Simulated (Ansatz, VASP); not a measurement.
## Two plane-wave programs on WC

File POSCAR:

```
WC
1.0
    2.8424914073      0.0000000000      0.0000000000
   -1.4212457036      2.5621460858      0.0000000000
    0.0000000000      0.0000000000      2.8290000000
W C
1 1
Direct
    0.0000000000      0.0000000000      0.0000000000
    0.6666666667      0.3333333333      0.5000000000
```

The input INCAR.step1:

```
SYSTEM = WC
PREC = Accurate
ENCUT = 520
ISMEAR = 0
SIGMA = 0.15
LREAL = .False.
LASPH = .True.
NELM = 60
NBANDS = 16
GGA = PE
ALGO = Normal
EDIFF = 1E-4
LWAVE = .True.
LCHARG = .False.
```

INCAR.step2

```
SYSTEM = WC
PREC = Accurate
ENCUT = 520
EDIFF = 1E-6
ISMEAR = 0
SIGMA = 0.15
LREAL = .False.
LASPH = .True.
NELM = 60
ALGO = Normal
ISIF = 2
LWAVE = .False.
LCHARG = .False.
METAGGA = R2SCAN
LMIXTAU = .True.
NBANDS = 16
ISTART = 1
```

File KPOINTS:

```
regular mesh
0
Gamma
  18 18 16
  0 0 0
```

Input for Ansatz:

```yaml
crystal:
  lattice:
    - [2.8424914073, 0.0, 0.0]
    - [-1.4212457036, 2.5621460858, 0.0]
    - [0.0, 0.0, 2.829]
  atoms:
    - { symbol: W, position: [0.0, 0.0, 0.0] }
    - { symbol: C, position: [0.6666666667, 0.3333333333, 0.5] }
basis:
  ecutwfc: 500
kpoints:
  mp_grid: { grid: [18, 18, 16] }
hamiltonian:
  xc: r2scan
scf:
  occupations: { method: gaussian, width: 0.15 }
output:
  forces: true
  stress: true
  eigenvalues: true
```

Change from the starting cell: strain -0.0200 x Voigt [1, -1, 0, 0, 0, 0], atoms carried along.

Alike in both runs: task single point; functional r2SCAN; k mesh 18 × 18 × 16; occupations gaussian, width 0.15 eV; no spin polarisation.

```csv
,VASP,Ansatz
version,VASP 6.6.1,Ansatz 0.2.0
potentials or method,"VASP PAW PBE potentials, release 64 (W_sv, C), cutoff 520 eV","scalar-relativistic, plane waves, PAW"
valence electrons in the cell,18,18
```

```tsv
	VASP	Ansatz	Ansatz less VASP
gap on the k mesh at the Fermi level (eV)	none	none	-
pressure (GPa)	6.8	4.8	-1.99
traceless stress, the component that is largest in VASP (GPa)	11.34	11.36	+0.020
rms of the force components (eV/Å)	0.111	0.108	-0.0037
```

VASP's potentials were made for PBE, not for r2SCAN. Atom by atom the forces differ by 0.004 eV/Å (rms over components). A gap of «none» marks a metal or a gap that the smearing closes.

Neither program's run includes spin-orbit coupling.
